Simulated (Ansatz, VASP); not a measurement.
# ZnCd2Se2S in VASP and in Ansatz

```
Zn Cd Se S
1.0
     5.22254    0.00000    0.00000
     0.00000    5.22254    0.00000
     0.00000    0.00000    5.53266
Zn Cd Se S
1 2 2 1
Direct
  0.00000 0.00000 0.50000
  0.00000 0.50000 0.00000
  0.50000 0.00000 0.00000
  0.50000 0.50000 0.26383
  0.50000 0.50000 0.73617
  0.00000 0.00000 0.00000
```

Change from the starting cell: species swapped into the PrSi2Mo2C type (P4/mmm, No. 123).

Alike in both runs: functional PBE; k mesh 8 × 8 × 8; occupations gaussian, width 0.1 eV; no spin polarisation.

Ansatz relaxed the structure, and its values are those at the end. VASP's run is a single point on that final structure, the one shown.

```csv
,VASP,Ansatz
version,VASP 6.6.1,Ansatz 0.2.0
potentials or method,"VASP PAW PBE potentials, release 64 (Zn, Cd, Se, S), cutoff 520 eV","scalar-relativistic, plane waves, PAW"
valence electrons in the cell,54,90
```

|  | VASP | Ansatz | Ansatz less VASP |
| --- | --- | --- | --- |
| gap on the k mesh at the Fermi level (eV) | none | none | - |
| pressure (GPa) | 0.2 | 0.0 | -0.23 |
| rms of the force components (eV/Å) | 0.006 | 0.001 | -0.0054 |

A gap of «none» marks a metal or a gap that the smearing closes. With one functional, cell and mesh, what is left measures potentials, basis and numerics. VASP's potentials hold 54 valence electrons a cell and Ansatz's 90, so a difference there can come from the potentials and not from the codes.
